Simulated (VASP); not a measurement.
# GeS (Pnma) in VASP: single point with RPBE

Aim: the single point of GeS with RPBE.

Program: VASP 6.6.1. These are calculated values, not measurements. Logs are shortened: lines on timing, memory, paths and dates and some standing lists are left out, and cuts for length are marked.

**1. The cell of the first run**

It takes space group Pnma (No. 62, orthorhombic). Conventional cell: a = 10.832 Å, b = 3.590 Å, c = 4.547 Å, α = 90.00°, β = 90.00°, γ = 90.00°. Within 3.2 Å of Ge (site symmetry m) lie 3 S at 2.42 to 2.44 Å. S (site symmetry m) has 3 Ge at 2.42 to 2.44 Å within 3.2 Å.

**2. Single point, RPBE**

INCAR reads:

```
  PREC = Accurate
  ENCUT = 500
  EDIFF = 1E-6
  ISMEAR = 0
  SIGMA = 0.02
  LREAL = F
  LASPH = T
  NELM = 120
  ALGO = Normal
  ISIF = 2
  LWAVE = F
  LCHARG = T
  GGA = RP
  LELF = T
  LVHAR = T
  NBANDS = 50
  GGA_COMPAT = F
```

KPOINTS reads:

```
Automatic mesh
0
Gamma
  4 8 6
  0.5 0.5 0.5
```

POSCAR reads:

```
GeS
1.0
   10.8318788575      0.0000000000      0.0000000000
    0.0000000000      3.5897086497      0.0000000000
    0.0000000000      0.0000000000      4.5471733315
Ge S
4 4
Direct
    0.1281668048      0.2500000000      0.1357285406
    0.8718331952      0.7500000000      0.8642714594
    0.3718331952      0.7500000000      0.6357285406
    0.6281668048      0.2500000000      0.3642714594
    0.8445675741      0.2500000000      0.5131984588
    0.1554324259      0.7500000000      0.4868015412
    0.6554324259      0.7500000000      0.0131984588
    0.3445675741      0.2500000000      0.9868015412
```

Potentials or basis: VASP PAW PBE potentials, release 64 (Ge_d, S).

Command:

```bash
> cat potpaw_PBE.64/Ge_d/POTCAR potpaw_PBE.64/S/POTCAR > POTCAR
> mpirun -np 1 vasp_std > vasp.out
```

OUTCAR:

```text
PREC = Accurate
   ENCUT = 500
   EDIFF = 1E-6
   ISMEAR = 0
   LREAL = F
   LASPH = T
   NELM = 120
   ISIF = 2
   GGA = RP

 ion  position               nearest neighbor table
   1  0.128  0.250  0.136-   6 2.42   6 2.42   8 2.44
   2  0.872  0.750  0.864-   5 2.42   5 2.42   7 2.44
   3  0.372  0.750  0.636-   8 2.42   8 2.42   6 2.44
   4  0.628  0.250  0.364-   7 2.42   7 2.42   5 2.44
   5  0.845  0.250  0.513-   2 2.42   2 2.42   4 2.44
   6  0.155  0.750  0.487-   1 2.42   1 2.42   3 2.44
   7  0.655  0.750  0.013-   4 2.42   4 2.42   2 2.44
   8  0.345  0.250  0.987-   3 2.42   3 2.42   1 2.44

  LATTYP: Found a simple orthorhombic cell.
 ALAT       =     3.5897086497
 B/A-ratio  =     1.2667249003
 C/A-ratio  =     3.0174813375

  Lattice vectors:

 A1 = (   0.0000000000,   3.5897086497,   0.0000000000)
 A2 = (   0.0000000000,   0.0000000000,   4.5471733315)
 A3 = (  10.8318788575,   0.0000000000,   0.0000000000)

Analysis of symmetry for initial positions (statically):
=====================================================================
 Subroutine PRICEL returns:
 Original cell was already a primitive cell.

 Routine SETGRP: Setting up the symmetry group for a
 simple orthorhombic supercell.

 Subroutine GETGRP returns: Found  8 space group operations
 (whereof  2 operations were pure point group operations)
 out of a pool of  8 trial point group operations.

The static configuration has the point symmetry S_2 .
 The point group associated with its full space group is D_2h.

Analysis of symmetry for dynamics (positions and initial velocities):
=====================================================================
 Subroutine PRICEL returns:
 Original cell was already a primitive cell.

 Routine SETGRP: Setting up the symmetry group for a
 simple orthorhombic supercell.

 Subroutine GETGRP returns: Found  8 space group operations
 (whereof  2 operations were pure point group operations)
 out of a pool of  8 trial point group operations.

The dynamic configuration has the point symmetry S_2 .
 The point group associated with its full space group is D_2h.

 Subroutine INISYM returns: Found  8 space group operations
 (whereof  2 operations are pure point group operations),
 and found     1 'primitive' translations

----------------------------------------------------------------------------------------

                                     Primitive cell

  volume of cell :     176.8091

  direct lattice vectors                    reciprocal lattice vectors
    10.831878857  0.000000000  0.000000000     0.092320087  0.000000000  0.000000000
     0.000000000  3.589708650  0.000000000     0.000000000  0.278574140  0.000000000
     0.000000000  0.000000000  4.547173331     0.000000000  0.000000000  0.219916842

  length of vectors
    10.831878857  3.589708650  4.547173331     0.092320087  0.278574140  0.219916842

  position of ions in fractional coordinates (direct lattice)
     0.128166805  0.250000000  0.135728541
     0.871833195  0.750000000  0.864271459
     0.371833195  0.750000000  0.635728541
     0.628166805  0.250000000  0.364271459
     0.844567574  0.250000000  0.513198459
     0.155432426  0.750000000  0.486801541
     0.655432426  0.750000000  0.013198459
     0.344567574  0.250000000  0.986801541

  ion indices of the primitive-cell ions
   primitive index   ion index
                 1           1
                 2           2
                 3           3
                 4           4
                 5           5
                 6           6
                 7           7
                 8           8

----------------------------------------------------------------------------------------

 KPOINTS: Automatic mesh

Automatic generation of k-mesh.
 Grid dimensions read from file:
 generate k-points for:    4    8    6

 Generating k-lattice:

  Cartesian coordinates                     Fractional coordinates (reciprocal lattice)
     0.023080022  0.000000000  0.000000000     0.250000000  0.000000000  0.000000000
     0.000000000  0.034821768  0.000000000     0.000000000  0.125000000  0.000000000
     0.000000000  0.000000000  0.036652807     0.000000000  0.000000000  0.166666667

  Length of vectors
     0.023080022  0.034821768  0.036652807

  Shift w.r.t. Gamma in fractional coordinates (k-lattice)
     0.500000000  0.500000000  0.500000000

 Subroutine IBZKPT returns following result:
 ===========================================

 Found     24 irreducible k-points:

 Following reciprocal coordinates:
            Coordinates               Weight
  0.125000  0.062500  0.083333      8.000000
  0.375000  0.062500  0.083333      8.000000
  0.125000  0.187500  0.083333      8.000000
  0.375000  0.187500  0.083333      8.000000
  0.125000  0.312500  0.083333      8.000000
  0.375000  0.312500  0.083333      8.000000
[... 16 lines left out ...]
  0.125000  0.437500  0.416667      8.000000
  0.375000  0.437500  0.416667      8.000000
   k-points           NKPTS =     24   k-points in BZ     NKDIM =     24   number of bands    NBANDS=     50
   number of dos      NEDOS =    301   number of ions     NIONS =      8
   total plane-waves  NPLWV =  80640
   dimension x,y,z NGX =    80 NGY =   28 NGZ =   36
   dimension x,y,z NGXF=   160 NGYF=   56 NGZF=   72
   ions per type =               4   4
   NGX,Y,Z   is equivalent  to a cutoff of  12.28, 12.97, 13.16 a.u.
   NGXF,Y,Z  is equivalent  to a cutoff of  24.56, 25.93, 26.32 a.u.
 SYSTEM =  unknown system
   PREC   = accura    normal or accurate (medium, high low for compatibility)
   ISTART =      0    job   : 0-new  1-cont  2-samecut
   ICHARG =      2    charge: 1-file 2-atom 10-const
   ISPIN  =      1    spin polarized calculation?
   LNONCOLLINEAR =      F non collinear calculations
   LSORBIT =      F    spin-orbit coupling
   LASPH  =      T    aspherical Exc in radial PAW
   ENCUT  =  500.0 eV  36.75 Ry    6.06 a.u.  19.75  6.54  8.29*2*pi/ulx,y,z
   NELM   =    120;   NELMIN=  2; NELMDL= -5     # of ELM steps
   EDIFF  = 0.1E-05   stopping-criterion for ELM
   LREAL  =      F    real-space projection
   EDIFFG = 0.1E-04   stopping-criterion for IOM
   NSW    =      0    number of steps for IOM
   IBRION =     -1    ionic relax: 0-MD 1-quasi-New 2-CG
   NFREE  =      0    steps in history (QN), initial steepest desc. (CG)
   ISIF   =      2    stress and relaxation
   ISYM   =      2    0-nonsym 1-usesym 2-fastsym
   POTIM  = 0.5000    time-step for ionic-motion
   TEBEG  =    0.0;   TEEND  =   0.0 temperature during run
   PSTRESS=    0.0 pullay stress
   NELECT =      80.0000    total number of electrons
   NUPDOWN=      -1.0000    fix difference up-down
   EMIN   =  10.00;   EMAX   =-10.00  energy-range for DOS
   EFERMI =   0.00;   METHOD = LEGACY
   ISMEAR =     0;   SIGMA  =   0.02  broadening in eV -4-tet -1-fermi 0-gaus
   EFERMI_NEDOS =   21; number of points for ismear=-14 and -15
   IALGO  =     38    algorithm
   IMIX   =      4    mixing-type and parameters
     AMIX     =   0.40;   BMIX     =  1.00
     AMIX_MAG =   1.60;   BMIX_MAG =  1.00
  volume/ion in A,a.u.               =      22.10       149.15
  Fermi-wavevector in a.u.,A,eV,Ry     =   1.256811  2.375029 21.491409  1.579574
  Thomas-Fermi vector in A             =   2.390501
   LORBIT       =      0    0 simple, 1 ext, 2 COOP (PROOUT), +10 PAW based schemes
   GGA     = RP    functional components
   LHFCALC =     F    Hartree Fock is set to
   AEXX    =    0.0000 exact exchange contribution
   IVDW    =     0    specifies the selected vdW correction
   LEPSILON=     F    determine dielectric tensor
   LRPA    =     F    only Hartree local field effects (RPA)
 non-spin polarized calculation
 Gauss-broadening in eV      SIGMA  =   0.02
  energy-cutoff  :      500.00
  volume of cell :      176.81
 maximum number of plane-waves:      4521
 NGX is ok and might be reduce to    80
   NGX = 39   NGY = 13   NGZ = 17

 number of electron      80.0000017 magnetization

 Free energy of the ion-electron system (eV)
  ---------------------------------------------------
  ext. energy  EPLUGINS =         0.00000000
  ---------------------------------------------------
  free energy    TOTEN  =       -33.94741807 eV

  energy without entropy =      -33.94741807  energy(sigma->0) =      -33.94741807

 E-fermi :   4.5435     XC(G=0):  -9.5273

 val. band max:        4.4281097016   @ k =   0.1250   0.0625   0.0833
 cond. band min:       5.7690900938   @ k =   0.1250   0.4375   0.0833
 fundamental gap:      1.3409803923
 Fermi energy:         4.5435004127

 k-point     1 :       0.1250    0.0625    0.0833
  band No.  band energies     occupation
      1     -20.0476      2.00000
      2     -20.0460      2.00000
      3     -20.0403      2.00000
      4     -20.0392      2.00000
      5     -20.0362      2.00000
      6     -20.0357      2.00000
[... 42 lines left out ...]
     49       9.7453      0.00000
     50      10.0254      0.00000

 k-point     2 :       0.3750    0.0625    0.0833
  band No.  band energies     occupation
      1     -20.0472      2.00000
      2     -20.0465      2.00000
      3     -20.0399      2.00000
      4     -20.0394      2.00000
      5     -20.0361      2.00000
      6     -20.0359      2.00000
[... 42 lines left out ...]
     49       9.7480      0.00000
     50      10.0028      0.00000

 k-point     3 :       0.1250    0.1875    0.0833
  band No.  band energies     occupation
      1     -20.0443      2.00000
      2     -20.0434      2.00000
      3     -20.0389      2.00000
      4     -20.0384      2.00000
      5     -20.0360      2.00000
      6     -20.0352      2.00000
[... 1102 lines left out ...]
     49       9.8146      0.00000
     50      10.0080      0.00000

 k-point    24 :       0.3750    0.4375    0.4167
  band No.  band energies     occupation
      1     -20.0453      2.00000
      2     -20.0452      2.00000
      3     -20.0449      2.00000
      4     -20.0448      2.00000
      5     -20.0294      2.00000
      6     -20.0292      2.00000
[... 42 lines left out ...]
     49      10.2779      0.00000
     50      10.6306      0.00000

------------------------ aborting loop because EDIFF is reached ----------------------------------------

  FORCE on cell =-STRESS in cart. coord.  units (eV):
  Direction    XX          YY          ZZ          XY          YZ          ZX
  --------------------------------------------------------------------------------------
  -------------------------------------------------------------------------------------
  Total        3.4029223      4.0273038      3.6433239      0.0000000      0.0000000      0.0000000
  in kB       30.8360048     36.4939161     33.0144343      0.0000000      0.0000000      0.0000000
  external PRESSURE =      33.4481184 kB  Pullay stress =       0.0000000 kB

 VOLUME and BASIS-vectors are now :
 -----------------------------------------------------------------------------
  energy-cutoff  :      500.00
  volume of cell :      176.81
      direct lattice vectors                 reciprocal lattice vectors
    10.831878857  0.000000000  0.000000000     0.092320087  0.000000000  0.000000000
     0.000000000  3.589708650  0.000000000     0.000000000  0.278574140  0.000000000
     0.000000000  0.000000000  4.547173331     0.000000000  0.000000000  0.219916842

 POSITION                                       TOTAL-FORCE (eV/Angst)
 -----------------------------------------------------------------------------------
      1.38829      0.89743      0.61718        -0.229436      0.000000     -0.220790
      9.44359      2.69228      3.92999         0.229436      0.000000      0.220790
      4.02765      2.69228      2.89077         0.229436     -0.000000     -0.220790
      6.80423      0.89743      1.65641        -0.229436      0.000000      0.220790
      9.14825      0.89743      2.33360         0.120953     -0.000000     -0.215914
      1.68363      2.69228      2.21357        -0.120953      0.000000      0.215914
      7.09956      2.69228      0.06002        -0.120953      0.000000     -0.215914
      3.73231      0.89743      4.48716         0.120953     -0.000000      0.215914
 -----------------------------------------------------------------------------------
    total drift:                               -0.000000     -0.000000      0.000000

  FREE ENERGIE OF THE ION-ELECTRON SYSTEM (eV)
  ---------------------------------------------------
  free  energy   TOTEN  =       -33.9474180666 eV

  energy  without entropy=      -33.9474180666  energy(sigma->0) =      -33.94741807
```

It took 3.4 min on 1 thread of Intel Xeon 8259CL, shared host; peak memory 0.32 GiB.

Results:

| Quantity | Value |
| --- | --- |
| Free energy | -33.9474 eV |
| Pressure | 3.3 GPa |
| Largest force | 0.318 eV/Å |
| Band gap on the k mesh | 1.34 eV (least direct gap 1.50 eV) |

Forces on the atoms (eV/Å):
```
Ge  -0.229  0.000 -0.221
Ge   0.229  0.000  0.221
Ge   0.229  0.000 -0.221
Ge  -0.229  0.000  0.221
S    0.121  0.000 -0.216
S   -0.121  0.000  0.216
S   -0.121  0.000 -0.216
S    0.121  0.000  0.216
```

Stress tensor (GPa, compression positive):
```
3.08 0.00 0.00
0.00 3.65 0.00
0.00 0.00 3.30
```

Levels at points of the mesh, in eV from the valence-band top:
| k point | band 36 | band 37 | band 38 | band 39 | band 40 | band 41 | band 42 | band 43 | band 44 | band 45 |
| --- | --- | --- | --- | --- | --- | --- | --- | --- | --- | --- |
| (0.12, 0.06, 0.08) | -1.96 | -1.78 | -1.05 | -0.75 | 0.00 | 1.50 | 2.57 | 2.82 | 2.90 | 3.10 |

Caveat: the cell stands under pressure; the PAW data sets were made with another functional, which shifts forces and pressure a little; a shifted mesh leaves out Γ, where band edges can lie.
